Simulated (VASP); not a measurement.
# Li2HfN2 (C2/m) in VASP: notebook

The runs below take Li2HfN2 through single point, with LDA.

All numbers are computed with VASP 6.6.1; they aren't measurements. Logs are shortened: lines on timing, memory, paths and dates and some standing lists are left out, and cuts for length are marked.

### 1 The cell of the first run

It takes space group C2/m (No. 12, monoclinic). Conventional cell: a = 5.607 Å, b = 3.237 Å, c = 5.424 Å, α = 90.00°, β = 91.72°, γ = 90.00°. Within 2.9 Å of Li (site symmetry m) lie 4 N at 2.05 to 2.15 Å and 3 Li at 2.23 to 2.28 Å and 3 Hf at 2.75 to 2.81 Å. Hf (site symmetry 2/m) has 6 N at 2.20 to 2.25 Å and 6 Li at 2.75 to 2.81 Å within 2.9 Å. N (site symmetry m) has 4 Li at 2.05 to 2.15 Å and 3 Hf at 2.20 to 2.25 Å within 2.7 Å.

### 2 Single point, LDA (strain +0.0300 x Voigt [0, 0, 0, 1, 0, 0])

The input, INCAR:

```
SYSTEM = Li2HfN2
ALGO = Normal
EDIFF = 1E-7
ENCUT = 520
GGA = CA
ISIF = 2
ISMEAR = 0
LASPH = .TRUE.
LCHARG = .TRUE.
LELF = .TRUE.
LREAL = .FALSE.
LVHAR = .TRUE.
LWAVE = .FALSE.
NBANDS = 21
NELM = 100
PREC = Accurate
SIGMA = 0.05
```

The input, KPOINTS:

```
k-points
0
G
  9 9 6
  0 0 0
```

The input, POSCAR:

```
Li2HfN2
1.0
    3.2371209533      0.0000000000      0.0000000000
   -1.6185604767      2.8034289807      0.0420514347
    0.0000000000      0.0813539277      5.4235951800
Li Hf N
2 1 2
Direct
    0.6666666667      0.3333333333      0.3827885700
    0.3333333333      0.6666666667      0.6172114300
    0.0000000000      0.0000000000      0.0000000000
    0.6666666667      0.3333333333      0.7793848600
    0.3333333333      0.6666666667      0.2206151400
```

Potentials or basis: VASP PAW LDA potentials, release 64 (Li_sv, Hf_pv, N).

Command:

```bash
> cat potpaw_LDA.64/Li_sv/POTCAR potpaw_LDA.64/Hf_pv/POTCAR potpaw_LDA.64/N/POTCAR > POTCAR
> mpirun -np 1 vasp_std > vasp.out
```

OUTCAR:

```text
SYSTEM = Li2HfN2
   EDIFF = 1E-7
   ENCUT = 520
   GGA = CA
   ISIF = 2
   ISMEAR = 0
   LASPH = .TRUE.
   LREAL = .FALSE.
   NELM = 100
   PREC = Accurate

 ion  position               nearest neighbor table
   1  0.667  0.333  0.383-   5 2.05   5 2.05   5 2.09   4 2.15   2 2.23   2 2.28   2 2.28   3 2.75
                             3 2.81   3 2.81
   2  0.333  0.667  0.617-   4 2.05   4 2.05   4 2.09   5 2.15   1 2.23   1 2.28   1 2.28   3 2.75
                             3 2.81   3 2.81
   3  0.000  0.000  0.000-   4 2.20   5 2.20   4 2.20   5 2.20   4 2.25   5 2.25   2 2.75   1 2.75
                             2 2.81   1 2.81   2 2.81   1 2.81
   4  0.667  0.333  0.779-   2 2.05   2 2.05   2 2.09   1 2.15   3 2.20   3 2.20   3 2.25
   5  0.333  0.667  0.221-   1 2.05   1 2.05   1 2.09   2 2.15   3 2.20   3 2.20   3 2.25

  LATTYP: Found a base centered monoclinic cell.
 ALAT       =     5.6074886974
 B/A-ratio  =     0.5772853282
 C/A-ratio  =     0.9673145311
 COS(beta)  =    -0.0299932515

  Lattice vectors:

 A1 = (  -1.6185604766,  -2.8034289807,  -0.0420514347)
 A2 = (   1.6185604767,  -2.8034289807,  -0.0420514347)
 A3 = (   0.0000000000,   0.0813539277,   5.4235951800)

Analysis of symmetry for initial positions (statically):
=====================================================================
 Subroutine PRICEL returns:
 Original cell was already a primitive cell.

 Routine SETGRP: Setting up the symmetry group for a
 base centered monoclinic supercell.

 Subroutine GETGRP returns: Found  4 space group operations
 (whereof  4 operations were pure point group operations)
 out of a pool of  4 trial point group operations.

The static configuration has the point symmetry C_2h.

Analysis of symmetry for dynamics (positions and initial velocities):
=====================================================================
 Subroutine PRICEL returns:
 Original cell was already a primitive cell.

 Routine SETGRP: Setting up the symmetry group for a
 base centered monoclinic supercell.

 Subroutine GETGRP returns: Found  4 space group operations
 (whereof  4 operations were pure point group operations)
 out of a pool of  4 trial point group operations.

The dynamic configuration has the point symmetry C_2h.

 Subroutine INISYM returns: Found  4 space group operations
 (whereof  4 operations are pure point group operations),
 and found     1 'primitive' translations

----------------------------------------------------------------------------------------

                                     Primitive cell

  volume of cell :      49.2083

  direct lattice vectors                    reciprocal lattice vectors
     3.237120953  0.000000000  0.000000000     0.308916477  0.178393150 -0.002675897
    -1.618560477  2.803428981  0.042051435     0.000000000  0.356786299 -0.005351794
     0.000000000  0.081353928  5.423595180     0.000000000 -0.002766316  0.184421038

  length of vectors
     3.237120953  3.237394074  5.424205300     0.356736129  0.356826435  0.184441784

  position of ions in fractional coordinates (direct lattice)
     0.666666667  0.333333333  0.382788570
     0.333333333  0.666666667  0.617211430
     0.000000000  0.000000000  0.000000000
     0.666666667  0.333333333  0.779384860
     0.333333333  0.666666667  0.220615140

  ion indices of the primitive-cell ions
   primitive index   ion index
                 1           1
                 2           2
                 3           3
                 4           4
                 5           5

----------------------------------------------------------------------------------------

 KPOINTS: k-points

Automatic generation of k-mesh.
 Grid dimensions read from file:
 generate k-points for:    9    9    6

 Generating k-lattice:

  Cartesian coordinates                     Fractional coordinates (reciprocal lattice)
     0.034324053  0.019821461 -0.000297322     0.111111111 -0.000000000  0.000000000
     0.000000000  0.039642922 -0.000594644     0.000000000  0.111111111 -0.000000000
     0.000000000 -0.000461053  0.030736840     0.000000000 -0.000000000  0.166666667

  Length of vectors
     0.039637348  0.039647382  0.030740297

  Shift w.r.t. Gamma in fractional coordinates (k-lattice)
     0.000000000  0.000000000  0.000000000

 Subroutine IBZKPT returns following result:
 ===========================================

 Found    140 irreducible k-points:

 Following reciprocal coordinates:
            Coordinates               Weight
  0.000000  0.000000  0.000000      1.000000
  0.111111 -0.000000  0.000000      4.000000
  0.222222 -0.000000  0.000000      4.000000
  0.333333 -0.000000  0.000000      4.000000
  0.444444 -0.000000  0.000000      4.000000
  0.000000  0.111111  0.000000      2.000000
[... 16 lines left out ...]
  0.333333  0.333333  0.000000      2.000000
  0.000000  0.444444  0.000000      2.000000
 [... further k-points ...]
   k-points           NKPTS =    140   k-points in BZ     NKDIM =    140   number of bands    NBANDS=     21
   number of dos      NEDOS =    301   number of ions     NIONS =      5
   total plane-waves  NPLWV =  23040
   dimension x,y,z NGX =    24 NGY =   24 NGZ =   40
   dimension x,y,z NGXF=    48 NGYF=   48 NGZF=   80
   ions per type =               2   1   2
   NGX,Y,Z   is equivalent  to a cutoff of  12.33, 12.32, 12.26 a.u.
   NGXF,Y,Z  is equivalent  to a cutoff of  24.65, 24.65, 24.52 a.u.
 SYSTEM =  Li2HfN2
   PREC   = accura    normal or accurate (medium, high low for compatibility)
   ISTART =      0    job   : 0-new  1-cont  2-samecut
   ICHARG =      2    charge: 1-file 2-atom 10-const
   ISPIN  =      1    spin polarized calculation?
   LNONCOLLINEAR =      F non collinear calculations
   LSORBIT =      F    spin-orbit coupling
   LASPH  =      T    aspherical Exc in radial PAW
   ENCUT  =  520.0 eV  38.22 Ry    6.18 a.u.   6.02  6.02 10.09*2*pi/ulx,y,z
   NELM   =    100;   NELMIN=  2; NELMDL= -5     # of ELM steps
   EDIFF  = 0.1E-06   stopping-criterion for ELM
   LREAL  =      F    real-space projection
   EDIFFG = 0.1E-05   stopping-criterion for IOM
   NSW    =      0    number of steps for IOM
   IBRION =     -1    ionic relax: 0-MD 1-quasi-New 2-CG
   NFREE  =      0    steps in history (QN), initial steepest desc. (CG)
   ISIF   =      2    stress and relaxation
   ISYM   =      2    0-nonsym 1-usesym 2-fastsym
   POTIM  = 0.5000    time-step for ionic-motion
   TEBEG  =    0.0;   TEEND  =   0.0 temperature during run
   PSTRESS=    0.0 pullay stress
   NELECT =      26.0000    total number of electrons
   NUPDOWN=      -1.0000    fix difference up-down
   EMIN   =  10.00;   EMAX   =-10.00  energy-range for DOS
   EFERMI =   0.00;   METHOD = LEGACY
   ISMEAR =     0;   SIGMA  =   0.05  broadening in eV -4-tet -1-fermi 0-gaus
   EFERMI_NEDOS =   21; number of points for ismear=-14 and -15
   IALGO  =     38    algorithm
   IMIX   =      4    mixing-type and parameters
     AMIX     =   0.40;   BMIX     =  1.00
     AMIX_MAG =   1.60;   BMIX_MAG =  1.00
  volume/ion in A,a.u.               =       9.84        66.41
  Fermi-wavevector in a.u.,A,eV,Ry     =   1.323488  2.501029 23.832236  1.751620
  Thomas-Fermi vector in A             =   2.453092
   LORBIT       =      0    0 simple, 1 ext, 2 COOP (PROOUT), +10 PAW based schemes
   GGA     = CA    functional components
   LHFCALC =     F    Hartree Fock is set to
   AEXX    =    0.0000 exact exchange contribution
   IVDW    =     0    specifies the selected vdW correction
   LEPSILON=     F    determine dielectric tensor
   LRPA    =     F    only Hartree local field effects (RPA)
 non-spin polarized calculation
 Gauss-broadening in eV      SIGMA  =   0.05
  energy-cutoff  :      520.00
  volume of cell :       49.21
 maximum number of plane-waves:      1345
   NGX = 13   NGY = 13   NGZ = 21

 number of electron      26.0000009 magnetization

 Free energy of the ion-electron system (eV)
  ---------------------------------------------------
  ext. energy  EPLUGINS =         0.00000000
  ---------------------------------------------------
  free energy    TOTEN  =       -39.86413863 eV

  energy without entropy =      -39.86413863  energy(sigma->0) =      -39.86413863

 E-fermi :   4.4268     XC(G=0): -11.4393

 val. band max:        4.2313254934   @ k =   0.0000   0.0000   0.0000
 cond. band min:       5.9927830126   @ k =   0.4444  -0.0000   0.5000
 fundamental gap:      1.7614575192
 Fermi energy:         4.4268226518

 k-point     1 :       0.0000    0.0000    0.0000
  band No.  band energies     occupation
      1     -39.1915      2.00000
      2     -38.9777      2.00000
      3     -25.4220      2.00000
      4     -25.0223      2.00000
      5     -24.9972      2.00000
      6      -9.6339      2.00000
[... 13 lines left out ...]
     20      11.9738      0.00000
     21      13.2022      0.00000

 k-point     2 :       0.1111   -0.0000    0.0000
  band No.  band energies     occupation
      1     -39.1848      2.00000
      2     -38.9820      2.00000
      3     -25.4061      2.00000
      4     -25.0874      2.00000
      5     -25.0312      2.00000
      6      -9.4382      2.00000
[... 13 lines left out ...]
     20      12.8155      0.00000
     21      13.3036      0.00000

 k-point     3 :       0.2222   -0.0000    0.0000
  band No.  band energies     occupation
      1     -39.1661      2.00000
      2     -38.9945      2.00000
      3     -25.3663      2.00000
      4     -25.2863      2.00000
      5     -25.0756      2.00000
      6      -8.9497      2.00000
[... 13 lines left out ...]
     20      13.1551      0.00000
     21      14.5373      0.00000
[... 457 lines left out ...]
 k-point    23 :       0.3333    0.3333    0.0000
  band No.  band energies     occupation
      1     -39.0789      2.00000
      2     -39.0667      2.00000
      3     -25.4710      2.00000
      4     -25.4577      2.00000
      5     -25.2671      2.00000
      6      -8.0489      2.00000
[... 13 lines left out ...]
     20      15.3730      0.00000
     21      15.5054      0.00000

 k-point    24 :       0.0000    0.4444    0.0000
  band No.  band energies     occupation
      1     -39.1072      2.00000
      2     -39.0417      2.00000
      3     -25.6534      2.00000
      4     -25.2895      2.00000
      5     -25.1356      2.00000
      6      -8.6144      2.00000
[... 13 lines left out ...]
     20      13.9439      0.00000
     21      14.6135      0.00000

 [... further k-points ...]

------------------------ aborting loop because EDIFF is reached ----------------------------------------

  FORCE on cell =-STRESS in cart. coord.  units (eV):
  Direction    XX          YY          ZZ          XY          YZ          ZX
  --------------------------------------------------------------------------------------
  -------------------------------------------------------------------------------------
  Total       -2.3200910     -2.0086641     -1.8662183      0.0000000     -1.3651559      0.0000000
  in kB      -75.5401025    -65.4003214    -60.7624115      0.0000000    -44.4482632      0.0000000
  external PRESSURE =     -67.2342785 kB  Pullay stress =       0.0000000 kB

 VOLUME and BASIS-vectors are now :
 -----------------------------------------------------------------------------
  energy-cutoff  :      520.00
  volume of cell :       49.21
      direct lattice vectors                 reciprocal lattice vectors
     3.237120953  0.000000000  0.000000000     0.308916477  0.178393150 -0.002675897
    -1.618560477  2.803428981  0.042051435     0.000000000  0.356786299 -0.005351794
     0.000000000  0.081353928  5.423595180     0.000000000 -0.002766316  0.184421038

 POSITION                                       TOTAL-FORCE (eV/Angst)
 -----------------------------------------------------------------------------------
      1.61856      0.96562      2.09011         0.000000     -0.023322     -0.078790
     -0.00000      1.91917      3.37554        -0.000000      0.023322      0.078790
      0.00000      0.00000      0.00000         0.000000      0.000000      0.000000
      1.61856      0.99788      4.24109        -0.000000      0.223387      0.144707
     -0.00000      1.88690      1.22456         0.000000     -0.223387     -0.144707
 -----------------------------------------------------------------------------------
    total drift:                                0.000000      0.000000      0.000000

  FREE ENERGIE OF THE ION-ELECTRON SYSTEM (eV)
  ---------------------------------------------------
  free  energy   TOTEN  =       -39.8641386260 eV

  energy  without entropy=      -39.8641386260  energy(sigma->0) =      -39.86413863
```

Wall time 66 s (1 thread of AMD EPYC 9R45 (Zen 5), shared host); peak memory 0.22 GiB.

What came out:

```
Free energy            : -39.8641 eV
Largest force          : 0.266 eV/Å
Band gap on the k mesh : 1.76 eV (least direct gap 2.60 eV)
```

Forces in eV/Å, atoms in the order of the input:
```
Li   0.000 -0.023 -0.079
Li   0.000  0.023  0.079
Hf   0.000  0.000  0.000
N    0.000  0.223  0.145
N    0.000 -0.223 -0.145
```

Caveat: the cell differs from its parent crystal (strain +0.0300 x Voigt [0, 0, 0, 1, 0, 0]); the cutoff is under 1.25 times the usual one of these potentials, so pressure, stress and relaxed cells hold a basis-set (Pulay) error; spin-orbit coupling is left out, which moves the levels of the heavy elements; an odd mesh through Γ misses points on the zone boundary, where band edges can lie.

### 3 Single point, LDA (strain -0.0200 x Voigt [0, 0, 0, 1, 0, 0])

The input, INCAR:

```
SYSTEM = Li2HfN2
PREC = Accurate
ENCUT = 520
EDIFF = 1E-6
ISMEAR = 0
SIGMA = 0.05
LREAL = .False.
LASPH = .True.
NELM = 100
ALGO = Normal
ISIF = 2
LWAVE = .False.
LCHARG = .False.
NBANDS = 21
```

The input, KPOINTS:

```
Automatic mesh
0
Gamma
  9 9 6
  0 0 0
```

Edit POSCAR of step 2 so:

```diff
@@ -3,4 +3,4 @@
     3.2371209533      0.0000000000      0.0000000000
-   -1.6185604767      2.8034289807      0.0420514347
-    0.0000000000      0.0813539277      5.4235951800
+   -1.6185604767      2.8034289807     -0.0280342898
+    0.0000000000     -0.0542359518      5.4235951800
 Li Hf N
```

Potentials or basis: VASP PAW LDA potentials, release 64 (Li_sv, Hf_pv, N).

Command:

```bash
> cat potpaw_LDA.64/Li_sv/POTCAR potpaw_LDA.64/Hf_pv/POTCAR potpaw_LDA.64/N/POTCAR > POTCAR
> mpirun -np 1 vasp_std > vasp.out
```

Wall time 58 s (1 thread of AMD EPYC 9R45 (Zen 5), shared host); peak memory 0.22 GiB.

The run converged. Its results:

```yaml
Free_energy: -39.8752 eV
Largest_force: 0.220 eV/Å
Band_gap_on_the_k_mesh: 1.75 eV (least direct gap 2.58 eV)
```

Forces on the atoms (eV/Å):
```
Li   0.000  0.017 -0.083
Li   0.000 -0.017  0.083
Hf   0.000  0.000  0.000
N    0.000 -0.157  0.154
N    0.000  0.157 -0.154
```

Levels at points of the mesh, in eV from the valence-band top:
| k point | band 10 | band 11 | band 12 | band 13 | band 14 | band 15 | band 16 | band 17 |
| --- | --- | --- | --- | --- | --- | --- | --- | --- |
| (0.00, 0.00, 0.00) | -2.84 | -0.43 | -0.01 | 0.00 | 3.36 | 3.45 | 3.83 | 4.71 |
| (0.00, 0.00, 0.50) | -2.77 | -2.06 | -0.23 | -0.19 | 3.27 | 3.36 | 4.33 | 6.35 |

Caveat: the cell differs from its parent crystal (strain -0.0200 x Voigt [0, 0, 0, 1, 0, 0]); the cutoff is under 1.25 times the usual one of these potentials, so pressure, stress and relaxed cells hold a basis-set (Pulay) error; spin-orbit coupling is left out, which moves the levels of the heavy elements; an odd mesh through Γ misses points on the zone boundary, where band edges can lie.

(Part 1 of 2 ends here.)
